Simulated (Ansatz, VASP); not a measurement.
**One calculation of SiO2, two programs**

Contents of POSCAR:

```
SiO2
1.0
    0.0000000000      2.2641470185      2.2641470185
    2.2641470185      0.0000000000      2.2641470185
    2.2641470185      2.2641470185      0.0000000000
Si O
1 2
Direct
    0.0000000000      0.0000000000      0.0000000000
    0.2500000000      0.2500000000      0.2500000000
    0.7500000000      0.7500000000      0.7500000000
```

File INCAR.step1:

```
SYSTEM = SiO2
  PREC = Accurate
  ENCUT = 600
  ISMEAR = 0
  SIGMA = 0.02
  LREAL = .FALSE.
  LASPH = .TRUE.
  NELM = 80
  GGA = PE
  ALGO = Normal
  EDIFF = 1E-4
  LWAVE = .TRUE.
  LCHARG = .FALSE.
```

Contents of INCAR.step2:

```
SYSTEM = SiO2
  PREC = Accurate
  ENCUT = 600
  EDIFF = 1E-6
  ISMEAR = 0
  SIGMA = 0.02
  LREAL = .FALSE.
  LASPH = .TRUE.
  NELM = 80
  ALGO = Normal
  ISIF = 3
  LWAVE = .FALSE.
  LCHARG = .FALSE.
  METAGGA = R2SCAN
  LMIXTAU = .TRUE.
  IBRION = 2
  NSW = 80
  EDIFFG = -0.01
  ISTART = 1
```

The input KPOINTS:

```
Automatic mesh
0
G
  10 10 10
  0 0 0
```

Input for Ansatz:

```yaml
crystal:
  lattice:
    - [0.0, 2.264147018, 2.264147018]
    - [2.264147018, 0.0, 2.264147018]
    - [2.264147018, 2.264147018, 0.0]
  atoms:
    - { symbol: Si, position: [0.0, 0.0, 0.0] }
    - { symbol: O, position: [0.25, 0.25, 0.25] }
    - { symbol: O, position: [0.75, 0.75, 0.75] }
basis:
  ecutwfc: 500
kpoints:
  mp_grid: { grid: [10, 10, 10] }
hamiltonian:
  xc: r2scan
scf:
  occupations: { method: gaussian, width: 0.02 }
output:
  forces: true
  stress: true
  eigenvalues: true
relax:
  adjacent_minimum: "off"
  f_tol: 0.01
  max_steps: 60
  cell: { stress_tol: 0.1 }
```

Alike in both runs: task relaxation of cell and atoms; functional r2SCAN; k mesh 10 × 10 × 10; occupations gaussian, width 0.02 eV; no spin polarisation.

|  | VASP | Ansatz |
| --- | --- | --- |
| version | VASP 6.6.1 | Ansatz 0.2.0 |
| potentials or method | VASP PAW PBE potentials, release 64 (Si, O), cutoff 600 eV | scalar-relativistic, plane waves, PAW |
| valence electrons in the cell | 16 | 16 |

|  | VASP | Ansatz | Ansatz less VASP |
| --- | --- | --- | --- |
| gap on the k mesh at the Fermi level, each at its own relaxed structure (eV) | 2.68 | 2.71 | +0.031 |
| relaxed volume (Å³/atom) | 7.74 | 7.74 | 0.000 |
| relaxed cell length with the largest relative difference (Å) | 3.202 | 3.202 | 0.0000 |

VASP's potentials were made for PBE, not for r2SCAN.

Noted on VASP's run: the relaxation stopped at its first step, so nothing moved.
